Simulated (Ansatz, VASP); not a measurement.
## One calculation of Mo, two programs

```xyz
1
Lattice="-1.5474 1.5474 1.5710 1.5474 -1.5474 1.5710 1.5474 1.5474 -1.5710" Properties=species:S:1:pos:R:3 pbc="T T T"
Mo    0.0000    0.0000    0.0000
```

Change from the starting cell: strain -0.015 along x and y, +0.000 along z, atoms carried along.

Alike in both runs: task single point; functional r2SCAN; k mesh 22 × 22 × 22; occupations gaussian, width 0.15 eV; no spin polarisation.

|  | VASP | Ansatz |
| --- | --- | --- |
| version | VASP 6.6.1 | Ansatz 0.2.0 |
| potentials or method | VASP PAW PBE potentials, release 64 (Mo_sv), cutoff 520 eV | scalar-relativistic, plane waves, PAW |
| valence electrons in the cell | 14 | 14 |

VASP gave:

* gap on the k mesh at the Fermi level (eV): none
* pressure (GPa): 12.7
* traceless stress, the component that is largest in VASP (GPa): -3.52

Task: What did Ansatz give for the same quantities?

Result: gap on the k mesh at the Fermi level (eV): none; pressure (GPa): 11.4; traceless stress, the component that is largest in VASP (GPa): -3.52.

VASP's potentials were made for PBE, not for r2SCAN. A gap of «none» marks a metal or a gap that the smearing closes. With one functional, cell and mesh, what is left measures potentials, basis and numerics.
